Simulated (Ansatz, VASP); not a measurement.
# Co: VASP beside Ansatz

```xyz
1
Lattice="-1.4041 1.4041 1.4041 1.4041 -1.4041 1.4041 1.4041 1.4041 -1.4041" Properties=species:S:1:pos:R:3 pbc="T T T"
Co    0.0000    0.0000    0.0000
```

Alike in both runs: task relaxation of cell and atoms; functional r2SCAN; k mesh 16 × 16 × 16; occupations fermi-dirac, width 0.1 eV; no spin polarisation.

|  | VASP | Ansatz |
| --- | --- | --- |
| version | VASP 6.6.1 | Ansatz 0.2.0 |
| potentials or method | VASP PAW PBE potentials, release 64 (Co), cutoff 600 eV | plane waves (500 eV) with PAW, scalar-relativistic |
| valence electrons in the cell | 9 | 17 |

```csv
,VASP,Ansatz,Ansatz less VASP
relaxed volume (Å³/atom),10.18,10.18,-0.009
relaxed cell length with the largest relative difference (Å),2.365,2.364,-0.0007
```

VASP's potentials were made for PBE, not for r2SCAN. VASP's potentials hold 9 valence electrons a cell and Ansatz's 17, so a difference there can come from the potentials and not from the codes.
